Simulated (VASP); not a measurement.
Crystal: CdSe.

```
Cd Se
1.0
     4.06439    0.00000    0.00000
     2.03220    3.51986    0.00000
     2.03220    1.17329    3.31856
Cd Se
1 1
Direct
  0.00000 0.00000 0.00000
  0.50000 0.50000 0.50000
```

Program: VASP 6.6.1. Alike in all runs: task single point; no spin polarisation; cell as given; k mesh 6 × 6 × 6; cutoff (eV) 520; smearing methfessel-paxton 0.05 eV.

Task: Order these runs on this cell by their pressure, lowest first.
A. level LDA; potentials or basis VASP PAW LDA potentials, release 64 (Cd, Se)
B. level BLYP; potentials or basis VASP PAW PBE potentials, release 64 (Cd, Se)
C. level PBEsol; potentials or basis VASP PAW PBE potentials, release 64 (Cd, Se)

Result: A (-5.5 GPa), C (-3.4 GPa), B (4.2 GPa).

Caveats: the PAW data sets were made with another functional, which shifts forces and pressure a little (some runs).
